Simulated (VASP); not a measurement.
# Ti (P6_3/mmc) in VASP: further runs

Ti is run at these levels: PBE; tasks: single point.

Everything below comes from runs of VASP 6.6.1. Logs are shortened: lines on timing, memory, paths and dates and some standing lists are left out, and cuts for length are marked.

### Step 1. The cell of the first run

Symmetry: P6_3/mmc, No. 194, hexagonal system. The conventional cell has a = 3.178 Å, b = 3.178 Å, c = 4.038 Å, α = 90.00°, β = 90.00°, γ = 120.00°. Ti (site symmetry -6m2) has 12 Ti at 2.73 to 3.18 Å within 3.6 Å.

### Step 2. Single point, PBE

Contents of INCAR:

```
PREC     = Accurate       # precision mode
ENCUT    = 520            # plane-wave cutoff, eV
EDIFF    = 1E-6           # SCF threshold, eV
ISMEAR   = 0              # smearing method
SIGMA    = 0.15           # smearing width, eV
LREAL    = False          # projectors in reciprocal space
LASPH    = True           # aspherical terms in the spheres
NELM     = 80             # most SCF steps
ALGO     = Fast           # electronic algorithm
ISIF     = 2              # what is computed and relaxed
LWAVE    = False          # write WAVECAR
LCHARG   = False          # write CHGCAR
GGA      = PE             # functional
NBANDS   = 19             # bands
```

Contents of KPOINTS:

```
Automatic mesh
0
Gamma
  24 24 12
```

Contents of POSCAR:

```
Ti
1.0
    3.1777888630      0.0000000000      0.0000000000
   -1.5888944315      2.7520458832      0.0000000000
    0.0000000000      0.0000000000      4.0382723830
Ti
2
Direct
    0.3333333333      0.6666666667      0.2500000000
    0.6666666667      0.3333333333      0.7500000000
```

Potentials or basis: VASP PAW PBE potentials, release 64 (Ti_sv).

Launch:

```sh
cat potpaw_PBE.64/Ti_sv/POTCAR > POTCAR
mpirun -np 1 vasp_std > vasp.out
```

OUTCAR:

```text
PREC = Accurate
   ENCUT = 520
   EDIFF = 1E-6
   ISMEAR = 0
   LREAL = False
   LASPH = True
   NELM = 80
   ISIF = 2
   GGA = PE

 ion  position               nearest neighbor table
   1  0.333  0.667  0.250-   2 2.73   2 2.73   2 2.73   2 2.73   2 2.73   2 2.73
   2  0.667  0.333  0.750-   1 2.73   1 2.73   1 2.73   1 2.73   1 2.73   1 2.73

  LATTYP: Found a hexagonal cell.
 ALAT       =     3.1777888630
 C/A-ratio  =     1.2707805827

  Lattice vectors:

 A1 = (   3.1777888630,   0.0000000000,   0.0000000000)
 A2 = (  -1.5888944315,   2.7520458832,   0.0000000000)
 A3 = (   0.0000000000,   0.0000000000,   4.0382723830)

Analysis of symmetry for initial positions (statically):
=====================================================================
 Subroutine PRICEL returns:
 Original cell was already a primitive cell.

 Routine SETGRP: Setting up the symmetry group for a
 hexagonal supercell.

 Subroutine GETGRP returns: Found 24 space group operations
 (whereof 12 operations were pure point group operations)
 out of a pool of 24 trial point group operations.

The static configuration has the point symmetry D_3d.
 The point group associated with its full space group is D_6h.

Analysis of symmetry for dynamics (positions and initial velocities):
=====================================================================
 Subroutine PRICEL returns:
 Original cell was already a primitive cell.

 Routine SETGRP: Setting up the symmetry group for a
 hexagonal supercell.

 Subroutine GETGRP returns: Found 24 space group operations
 (whereof 12 operations were pure point group operations)
 out of a pool of 24 trial point group operations.

The dynamic configuration has the point symmetry D_3d.
 The point group associated with its full space group is D_6h.

 Subroutine INISYM returns: Found 24 space group operations
 (whereof 12 operations are pure point group operations),
 and found     1 'primitive' translations

----------------------------------------------------------------------------------------

                                     Primitive cell

  volume of cell :      35.3164

  direct lattice vectors                    reciprocal lattice vectors
     3.177788863  0.000000000  0.000000000     0.314684217  0.181683017  0.000000000
    -1.588894431  2.752045883  0.000000000     0.000000000  0.363366035  0.000000000
[... 83 lines left out ...]
   ENCUT  =  520.0 eV  38.22 Ry    6.18 a.u.   5.91  5.91  7.51*2*pi/ulx,y,z
   NELM   =     80;   NELMIN=  2; NELMDL= -5     # of ELM steps
   EDIFF  = 0.1E-05   stopping-criterion for ELM
   LREAL  =      F    real-space projection
   EDIFFG = 0.1E-04   stopping-criterion for IOM
   NSW    =      0    number of steps for IOM
   IBRION =     -1    ionic relax: 0-MD 1-quasi-New 2-CG
   NFREE  =      0    steps in history (QN), initial steepest desc. (CG)
   ISIF   =      2    stress and relaxation
   ISYM   =      2    0-nonsym 1-usesym 2-fastsym
   POTIM  = 0.5000    time-step for ionic-motion
   TEBEG  =    0.0;   TEEND  =   0.0 temperature during run
   PSTRESS=    0.0 pullay stress
   NELECT =      24.0000    total number of electrons
   NUPDOWN=      -1.0000    fix difference up-down
   EMIN   =  10.00;   EMAX   =-10.00  energy-range for DOS
   EFERMI =   0.00;   METHOD = LEGACY
   ISMEAR =     0;   SIGMA  =   0.15  broadening in eV -4-tet -1-fermi 0-gaus
   EFERMI_NEDOS =   21; number of points for ismear=-14 and -15
   IALGO  =     68    algorithm
   IMIX   =      4    mixing-type and parameters
     AMIX     =   0.40;   BMIX     =  1.00
     AMIX_MAG =   1.60;   BMIX_MAG =  1.00
  volume/ion in A,a.u.               =      17.66       119.16
  Fermi-wavevector in a.u.,A,eV,Ry     =   1.439306  2.719894 28.185854  2.071602
  Thomas-Fermi vector in A             =   2.558176
   LORBIT       =      0    0 simple, 1 ext, 2 COOP (PROOUT), +10 PAW based schemes
   GGA     = PE    functional components
   LHFCALC =     F    Hartree Fock is set to
   AEXX    =    0.0000 exact exchange contribution
   IVDW    =     0    specifies the selected vdW correction
   LEPSILON=     F    determine dielectric tensor
   LRPA    =     F    only Hartree local field effects (RPA)
 non-spin polarized calculation
 RMM-DIIS sequential band-by-band and
 Gauss-broadening in eV      SIGMA  =   0.15
  energy-cutoff  :      520.00
  volume of cell :       35.32
 maximum number of plane-waves:       964
 NGX is ok and might be reduce to    24

 number of electron      24.0000005 magnetization

 Free energy of the ion-electron system (eV)
  ---------------------------------------------------
  ext. energy  EPLUGINS =         0.00000000
  ---------------------------------------------------
  free energy    TOTEN  =       -15.37281737 eV

  energy without entropy =      -15.34526898  energy(sigma->0) =      -15.35904317

 E-fermi :   8.0047     XC(G=0): -11.3941

 val. band max:        8.0044276186   @ k =   0.0417   0.0417   0.2500
 cond. band min:       8.0064704621   @ k =   0.4167   0.1250   0.0000
 fundamental gap:      0.0020428436
 Fermi energy:         8.0047069312

 k-point     1 :       0.0000    0.0000    0.0000
  band No.  band energies     occupation
      1     -48.7857      2.00000
      2     -48.5373      2.00000
      3     -25.4407      2.00000
      4     -24.8956      2.00000
      5     -24.8956      2.00000
      6     -24.6418      2.00000
[... 505 lines left out ...]
      6     -24.8730      2.00000
[... 11 lines left out ...]
     18      11.9262      0.00000
     19      12.1201      0.00000

 [... further k-points ...]

------------------------ aborting loop because EDIFF is reached ----------------------------------------

  FORCE on cell =-STRESS in cart. coord.  units (eV):
  Direction    XX          YY          ZZ          XY          YZ          ZX
  --------------------------------------------------------------------------------------
  -------------------------------------------------------------------------------------
  Total       -1.3026832     -1.3026832      2.2637011      0.0000000      0.0000000      0.0000000
  in kB      -59.0980385    -59.0980385    102.6959584      0.0000000      0.0000000      0.0000000
  external PRESSURE =      -5.1667062 kB  Pullay stress =       0.0000000 kB

 VOLUME and BASIS-vectors are now :
 -----------------------------------------------------------------------------
  energy-cutoff  :      520.00
  volume of cell :       35.32
      direct lattice vectors                 reciprocal lattice vectors
     3.177788863  0.000000000  0.000000000     0.314684217  0.181683017  0.000000000
    -1.588894431  2.752045883  0.000000000     0.000000000  0.363366035  0.000000000
     0.000000000  0.000000000  4.038272383     0.000000000  0.000000000  0.247630646

 POSITION                                       TOTAL-FORCE (eV/Angst)
 -----------------------------------------------------------------------------------
     -0.00000      1.83470      1.00957         0.000000     -0.000000      0.000000
      1.58889      0.91735      3.02870        -0.000000      0.000000      0.000000
 -----------------------------------------------------------------------------------
    total drift:                                0.000000     -0.000000      0.000000

  FREE ENERGIE OF THE ION-ELECTRON SYSTEM (eV)
  ---------------------------------------------------
  free  energy   TOTEN  =       -15.3728173668 eV

  energy  without entropy=      -15.3452689765  energy(sigma->0) =      -15.35904317
```

Run time: 12 min. Hardware: 1 thread of Intel Xeon 8259CL, shared host; peak memory 0.34 GiB.

Results:

- Free energy: -15.3728 eV
- Pressure: -0.5 GPa
- Band gap on the k mesh: zero (bands 12 and 13 overlap by 0.91 eV)

Stress tensor (GPa, compression positive):
```
-5.91  0.00  0.00
 0.00 -5.91  0.00
 0.00  0.00 10.27
```

Levels at points of the mesh, in eV from the Fermi level:
```csv
k point,band 8,band 9,band 10,band 11,band 12,band 13,band 14,band 15,band 16,band 17
"(0.00, 0.00, 0.00)",-32.54,-5.96,-2.51,0.57,0.57,0.80,0.80,1.45,1.45,2.25
"(0.50, 0.00, 0.00)",-32.63,-2.44,-2.19,-1.22,-1.16,-0.22,1.60,2.21,2.61,3.24
"(0.00, 0.00, 0.50)",-32.77,-3.58,-3.58,0.03,0.03,0.03,0.03,1.20,1.20,3.20
"(0.50, 0.00, 0.50)",-32.64,-2.22,-2.22,-0.22,-0.22,1.22,1.22,1.52,1.52,3.06
```

### Step 3. Single point, PBE

This run uses another cell than the first one, of the same volume but with other edges.

Contents of INCAR:

```
  PREC = Accurate
  ENCUT = 520
  EDIFF = 1E-7
  ISMEAR = 0
  SIGMA = 0.15
  LREAL = False
  LASPH = True
  NELM = 80
  ALGO = Fast
  ISIF = 2
  LWAVE = False
  LCHARG = True
  GGA = PE
  LELF = True
  LVHAR = True
  NBANDS = 19
```

Contents of KPOINTS:

```
regular mesh
0
Gamma
  24 24 12
```

Contents of POSCAR:

```
Ti
1.0
    2.7029660044      0.0000000000      0.0000000000
   -1.3514830022      2.3408372254      0.0000000000
    0.0000000000      0.0000000000      5.5816746605
Ti
2
Direct
    0.3333333333      0.6666666667      0.2500000000
    0.6666666667      0.3333333333      0.7500000000
```

Potentials or basis: VASP PAW PBE potentials, release 64 (Ti_sv).

Launch:

```sh
cat potpaw_PBE.64/Ti_sv/POTCAR > POTCAR
mpirun -np 1 vasp_std > vasp.out
```

Wall time 18 min (1 thread of Intel Xeon 8259CL, shared host); peak memory 0.34 GiB.

It converged, with:

| Item | Value |
| --- | --- |
| Free energy | -15.2441 eV |
| Pressure | -1.1 GPa |
| Band gap on the k mesh | zero (bands 12 and 13 overlap by 0.12 eV) |

Stress tensor (GPa, compression positive):
```
  5.42   0.00   0.00
  0.00   5.42   0.00
  0.00   0.00 -14.03
```

Levels at points of the mesh, in eV from the Fermi level:
| k point | band 9 | band 10 | band 11 | band 12 | band 13 | band 14 | band 15 | band 16 |
| --- | --- | --- | --- | --- | --- | --- | --- | --- |
| (0.00, 0.00, 0.00) | -5.95 | -2.96 | -0.99 | -0.50 | 1.14 | 1.14 | 1.30 | 1.30 |
| (0.50, 0.00, 0.00) | -2.16 | -2.12 | -1.80 | -0.11 | 0.63 | 0.77 | 1.95 | 3.30 |
| (0.00, 0.00, 0.50) | -4.67 | -4.67 | -0.80 | -0.80 | 1.19 | 1.19 | 1.19 | 1.19 |
| (0.50, 0.00, 0.50) | -2.36 | -2.36 | -1.16 | -1.16 | 1.93 | 1.93 | 2.57 | 2.57 |
